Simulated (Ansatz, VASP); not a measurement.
## Two plane-wave programs on Te2O

INCAR

```
  PREC = Accurate
  ENCUT = 600
  EDIFF = 1E-6
  ISMEAR = 0
  SIGMA = 0.1
  LREAL = False
  LASPH = True
  NELM = 80
  ALGO = Normal
  ISIF = 3
  LWAVE = False
  LCHARG = False
  GGA = PE
  IBRION = 2
  NSW = 100
  EDIFFG = -0.01
```

The input KPOINTS:

```
Automatic mesh
0
Gamma
  6 6 8
```

POSCAR

```
Te2O
1.0
    6.0292950153      0.0000000000      0.0000000000
    0.0000000000      6.0292950153      0.0000000000
    0.0000000000      0.0000000000      4.4268307151
Te O
4 2
Direct
    0.0000000000      0.0000000000      0.0000000000
    0.5000000000      0.5000000000      0.0000000000
    0.0000000000      0.5000000000      0.1618392858
    0.5000000000      0.0000000000      0.8381607142
    0.0000000000      0.5000000000      0.5818243460
    0.5000000000      0.0000000000      0.4181756540
```

Input for Ansatz:

```yaml
crystal:
  lattice:
    - [6.0292950153, 0.0, 0.0]
    - [0.0, 6.0292950153, 0.0]
    - [0.0, 0.0, 4.4268307151]
  atoms:
    - { symbol: Te, position: [0.0, 0.0, 0.0] }
    - { symbol: Te, position: [0.5, 0.5, 0.0] }
    - { symbol: Te, position: [0.0, 0.5, 0.1618392858] }
    - { symbol: Te, position: [0.5, 0.0, 0.8381607142] }
    - { symbol: O, position: [0.0, 0.5, 0.581824346] }
    - { symbol: O, position: [0.5, 0.0, 0.418175654] }
basis:
  ecutwfc: 420
kpoints:
  mp_grid: { grid: [6, 6, 8] }
hamiltonian:
  xc: pbe
scf:
  occupations: { method: gaussian, width: 0.1 }
output:
  forces: true
  stress: true
  eigenvalues: true
  write_density: true
  write_potential: true
  elf: true
  volumetric_format: npy
relax:
  adjacent_minimum: "off"
  f_tol: 0.01
  max_steps: 80
  cell: { stress_tol: 0.05 }
```

Alike in both runs: task relaxation of cell and atoms; functional PBE; k mesh 6 × 6 × 8; occupations gaussian, width 0.1 eV; no spin polarisation.

```csv
,VASP,Ansatz
version,VASP 6.6.1,Ansatz 0.2.0
potentials or method,"VASP PAW PBE potentials, release 64 (Te, O), cutoff 600 eV","scalar-relativistic, plane waves, PAW"
valence electrons in the cell,36,76
```

Ansatz gave:

| Property | Result |
| --- | --- |
| gap on the k mesh at the Fermi level, each at its own relaxed structure (eV) | none |
| relaxed volume (Å³/atom) | 26.80 |
| relaxed length of the cell vector where the two differ most in proportion (Å) | 4.423 |

Q: Estimate VASP's values.

A: gap on the k mesh at the Fermi level, each at its own relaxed structure (eV): none; relaxed volume (Å³/atom): 26.45; relaxed length of the cell vector where the two differ most in proportion (Å): 4.354.

A gap of «none» marks a metal or a gap that the smearing closes. VASP's potentials hold 36 valence electrons a cell and Ansatz's 76, so a difference there can come from the potentials and not from the codes.

Neither program's run includes spin-orbit coupling.
